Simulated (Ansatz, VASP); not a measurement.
## One calculation of Ta, two programs

Contents of POSCAR:

```
Ta
1.0
    0.0000000000      2.1095848213      2.1095848213
    2.1095848213      0.0000000000      2.1095848213
    2.1095848213      2.1095848213      0.0000000000
Ta
1
Direct
    0.0000000000      0.0000000000      0.0000000000
```

File INCAR.step1:

```
  ALGO = Normal
  EDIFF = 1E-5
  ENCUT = 520
  GGA = PE
  ISIF = 2
  ISMEAR = 0
  LASPH = True
  LCHARG = False
  LREAL = False
  LWAVE = True
  NBANDS = 12
  NELM = 100
  PREC = Accurate
  SIGMA = 0.05
```

The input INCAR.step2:

```
  ALGO = Normal
  EDIFF = 1E-6
  ENCUT = 520
  GGA = PE
  HFSCREEN = 0.2079
  ISIF = 2
  ISMEAR = 0
  ISTART = 1
  LASPH = True
  LCHARG = False
  LHFCALC = True
  LREAL = False
  LWAVE = False
  NBANDS = 12
  NELM = 100
  PREC = Accurate
  PRECFOCK = Normal
  SIGMA = 0.05
```

File KPOINTS:

```
k-points
0
Gamma
  8 8 8
```

Input for Ansatz:

```yaml
crystal:
  lattice:
    - [0.0, 2.1095848213, 2.1095848213]
    - [2.1095848213, 0.0, 2.1095848213]
    - [2.1095848213, 2.1095848213, 0.0]
  atoms:
    - { symbol: Ta, position: [0.0, 0.0, 0.0] }
basis:
  ecutwfc: 420
  ecutrho_ratio: 4
kpoints:
  mp_grid: { grid: [8, 8, 8] }
hamiltonian:
  xc: hse06
scf:
  occupations: { method: gaussian, width: 0.05 }
output:
  forces: true
  stress: true
  eigenvalues: true
```

Alike in both runs: task single point; functional HSE06; k mesh 8 × 8 × 8; occupations gaussian, width 0.05 eV; no spin polarisation.

```csv
,VASP,Ansatz
version,VASP 6.6.1,Ansatz 0.2.0
potentials or method,"VASP PAW PBE potentials, release 64 (Ta_pv), cutoff 520 eV","scalar-relativistic, plane waves, PAW"
valence electrons in the cell,11,13
```

VASP gave:

* gap on the k mesh at the Fermi level (eV): none
* pressure (GPa): -1.2

**Question.** What did Ansatz give for the same quantities?

**Answer.** gap on the k mesh at the Fermi level (eV): none; pressure (GPa): 0.0.

A gap of «none» marks a metal or a gap that the smearing closes. With one functional, cell and mesh, what is left measures potentials, basis and numerics. VASP's potentials hold 11 valence electrons a cell and Ansatz's 13, so a difference there can come from the potentials and not from the codes. Ansatz's warnings: filled band counts differ across k points, stress exchange threshold loose, stress scf threshold loose.

Neither program's run includes spin-orbit coupling.
